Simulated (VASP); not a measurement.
# Sb2Au (Fm-3m) in VASP: a series of runs, part 2 of 2

VASP 6.6.1.

## Step 3: Single point, LDA

This run uses another cell than the first one, of 24.57 Å³/atom, 1.026 times its volume.

INCAR reads:

```
PREC     = Accurate       # precision mode
ENCUT    = 520            # plane-wave cutoff, eV
EDIFF    = 1E-6           # SCF threshold, eV
ISMEAR   = -1             # smearing method
SIGMA    = 0.1            # smearing width, eV
LREAL    = F              # projectors in reciprocal space
LASPH    = T              # aspherical terms in the spheres
NELM     = 80             # most SCF steps
ALGO     = Normal         # electronic algorithm
ISIF     = 2              # what is computed and relaxed
LWAVE    = F              # write WAVECAR
LCHARG   = T              # write CHGCAR
GGA      = CA             # functional
LELF     = T              # ELF
LVHAR    = T            
NBANDS   = 18             # bands
```

KPOINTS reads:

```
regular mesh
0
Gamma
  6 6 6
```

POSCAR reads:

```
Sb2Au
1.0
    0.0000000000      3.3280000000      3.3280000000
    3.3280000000      0.0000000000      3.3280000000
    3.3280000000      3.3280000000      0.0000000000
Sb Au
2 1
Direct
    0.2500000000      0.2500000000      0.2500000000
    0.7500000000      0.7500000000      0.7500000000
    0.0000000000      0.0000000000      0.0000000000
```

Potentials or basis: VASP PAW LDA potentials, release 64 (Sb, Au).

Started as:

```sh
> cat potpaw_LDA.64/Sb/POTCAR potpaw_LDA.64/Au/POTCAR > POTCAR
> mpirun -np 1 vasp_std > vasp.out
```

OUTCAR:

```text
PREC = Accurate
   ENCUT = 520
   EDIFF = 1E-6
   ISMEAR = -1
   LREAL = F
   LASPH = T
   NELM = 80
   ISIF = 2
   GGA = CA

 ion  position               nearest neighbor table
   1  0.250  0.250  0.250-   3 2.88   3 2.88   3 2.88   3 2.88   2 3.33   2 3.33   2 3.33   2 3.33
                             2 3.33   2 3.33
   2  0.750  0.750  0.750-   3 2.88   3 2.88   3 2.88   3 2.88   1 3.33   1 3.33   1 3.33   1 3.33
                             1 3.33   1 3.33
   3  0.000  0.000  0.000-   2 2.88   2 2.88   2 2.88   1 2.88   2 2.88   1 2.88   1 2.88   1 2.88

  LATTYP: Found a face centered cubic cell.
 ALAT       =     6.6560000000

  Lattice vectors:

 A1 = (   0.0000000000,   3.3280000000,   3.3280000000)
 A2 = (   3.3280000000,   0.0000000000,   3.3280000000)
 A3 = (   3.3280000000,   3.3280000000,   0.0000000000)

Analysis of symmetry for initial positions (statically):
=====================================================================
 Subroutine PRICEL returns:
 Original cell was already a primitive cell.

 Routine SETGRP: Setting up the symmetry group for a
 face centered cubic supercell.

 Subroutine GETGRP returns: Found 48 space group operations
 (whereof 48 operations were pure point group operations)
 out of a pool of 48 trial point group operations.

The static configuration has the point symmetry O_h .

Analysis of symmetry for dynamics (positions and initial velocities):
=====================================================================
 Subroutine PRICEL returns:
 Original cell was already a primitive cell.

 Routine SETGRP: Setting up the symmetry group for a
 face centered cubic supercell.

 Subroutine GETGRP returns: Found 48 space group operations
 (whereof 48 operations were pure point group operations)
 out of a pool of 48 trial point group operations.

The dynamic configuration has the point symmetry O_h .

 Subroutine INISYM returns: Found 48 space group operations
 (whereof 48 operations are pure point group operations),
 and found     1 'primitive' translations

[... 104 lines left out ...]
   IALGO  =     38    algorithm
   IMIX   =      4    mixing-type and parameters
     AMIX     =   0.40;   BMIX     =  1.00
     AMIX_MAG =   1.60;   BMIX_MAG =  1.00
  volume/ion in A,a.u.               =      24.57       165.83
  Fermi-wavevector in a.u.,A,eV,Ry     =   1.077179  2.035573 15.787043  1.160315
  Thomas-Fermi vector in A             =   2.213084
   LORBIT       =      0    0 simple, 1 ext, 2 COOP (PROOUT), +10 PAW based schemes
   GGA     = CA    functional components
   LHFCALC =     F    Hartree Fock is set to
   AEXX    =    0.0000 exact exchange contribution
   IVDW    =     0    specifies the selected vdW correction
   LEPSILON=     F    determine dielectric tensor
   LRPA    =     F    only Hartree local field effects (RPA)
 non-spin polarized calculation
  energy-cutoff  :      520.00
  volume of cell :       73.72
 maximum number of plane-waves:      2012
   NGX = 17   NGY = 17   NGZ = 17

 number of electron      20.9999999 magnetization

 Free energy of the ion-electron system (eV)
  ---------------------------------------------------
  ext. energy  EPLUGINS =         0.00000000
  ---------------------------------------------------
  free energy    TOTEN  =       -13.86575751 eV

  energy without entropy =      -13.82033813  energy(sigma->0) =      -13.84304782

 E-fermi :   8.7328     XC(G=0): -10.6508

 val. band max:        8.7038989937   @ k =   0.1667   0.0000   0.0000
 cond. band min:       8.7825279873   @ k =  -0.1667   0.1667   0.0000
 fundamental gap:      0.0786289936
 Fermi energy:         8.7327590927

 k-point     1 :       0.0000    0.0000    0.0000
  band No.  band energies     occupation
      1      -4.3625      2.00000
      2       1.8171      2.00000
      3       2.0064      2.00000
      4       2.0064      2.00000
      5       2.0064      2.00000
      6       3.3016      2.00000
[... 313 lines left out ...]
      5       2.9888      2.00000
      6       3.0926      2.00000
[... 10 lines left out ...]
     17      16.5120      0.00000
     18      17.8362      0.00000

------------------------ aborting loop because EDIFF is reached ----------------------------------------

  FORCE on cell =-STRESS in cart. coord.  units (eV):
  Direction    XX          YY          ZZ          XY          YZ          ZX
  --------------------------------------------------------------------------------------
  -------------------------------------------------------------------------------------
  Total        1.4933806      1.4933806      1.4933806      0.0000000      0.0000000     -0.0000000
  in kB       32.4564593     32.4564593     32.4564593      0.0000000      0.0000000     -0.0000000
  external PRESSURE =      32.4564593 kB  Pullay stress =       0.0000000 kB

 VOLUME and BASIS-vectors are now :
 -----------------------------------------------------------------------------
  energy-cutoff  :      520.00
  volume of cell :       73.72
      direct lattice vectors                 reciprocal lattice vectors
     0.000000000  3.328000000  3.328000000    -0.150240385  0.150240385  0.150240385
     3.328000000  0.000000000  3.328000000     0.150240385 -0.150240385  0.150240385
     3.328000000  3.328000000  0.000000000     0.150240385  0.150240385 -0.150240385

 POSITION                                       TOTAL-FORCE (eV/Angst)
 -----------------------------------------------------------------------------------
      1.66400      1.66400      1.66400        -0.000000     -0.000000     -0.000000
      4.99200      4.99200      4.99200         0.000000      0.000000      0.000000
      0.00000      0.00000      0.00000        -0.000000     -0.000000      0.000000
 -----------------------------------------------------------------------------------
    total drift:                               -0.000000      0.000000      0.000000

  FREE ENERGIE OF THE ION-ELECTRON SYSTEM (eV)
  ---------------------------------------------------
  free  energy   TOTEN  =       -13.8657575132 eV

  energy  without entropy=      -13.8203381297  energy(sigma->0) =      -13.84304782
```

OSZICAR:

```text
N       E                     dE             d eps       ncg     rms          rms(c)
DAV:   1     0.107396477863E+03    0.10740E+03   -0.79616E+03   576   0.953E+02
DAV:   2    -0.101270412645E+02   -0.11752E+03   -0.11331E+03   714   0.191E+02
DAV:   3    -0.145446879040E+02   -0.44176E+01   -0.43729E+01   690   0.398E+01
DAV:   4    -0.145834033667E+02   -0.38715E-01   -0.38656E-01   648   0.414E+00
DAV:   5    -0.145839191521E+02   -0.51579E-03   -0.51577E-03   676   0.515E-01    0.849E+00
DAV:   6    -0.139472052947E+02    0.63671E+00   -0.36218E+00   606   0.171E+01    0.699E+00
DAV:   7    -0.138860675025E+02    0.61138E-01   -0.24524E-01   596   0.464E+00    0.383E+00
DAV:   8    -0.138681688102E+02    0.17899E-01   -0.43756E-02   632   0.131E+00    0.348E-01
DAV:   9    -0.138657632759E+02    0.24055E-02   -0.93084E-03   614   0.948E-01    0.152E-01
DAV:  10    -0.138657629782E+02    0.29765E-06   -0.63424E-04   652   0.152E-01    0.356E-02
DAV:  11    -0.138657582002E+02    0.47781E-05   -0.48714E-05   626   0.664E-02    0.123E-02
DAV:  12    -0.138657575132E+02    0.68698E-06   -0.46320E-06   612   0.179E-02
   1 F= -.13865758E+02 E0= -.13843048E+02  d E =-.454194E-01
```

stdout:

```text
POSCAR found type information on POSCAR SbAu
 POSCAR found :  2 types and       3 ions
 scaLAPACK will be used
 LDA part: xc-table for (Slater(with rela. corr.)+CA(PZ))
 , standard interpolation
 POSCAR, INCAR and KPOINTS ok, starting setup
 FFT: planning ... GRIDC
 FFT: planning ... GRID_SOFT
 FFT: planning ... GRID
 WAVECAR not read
 entering main loop
```

Wall time 8.9 s (1 thread of Intel Xeon 6975P-C (Granite Rapids), shared host); peak memory 0.18 GiB.

What came out:

| Property | Result |
| --- | --- |
| Free energy | -13.8658 eV |
| Pressure | 3.2 GPa |

Caveat: spin-orbit coupling is left out, which moves the levels of the heavy elements.
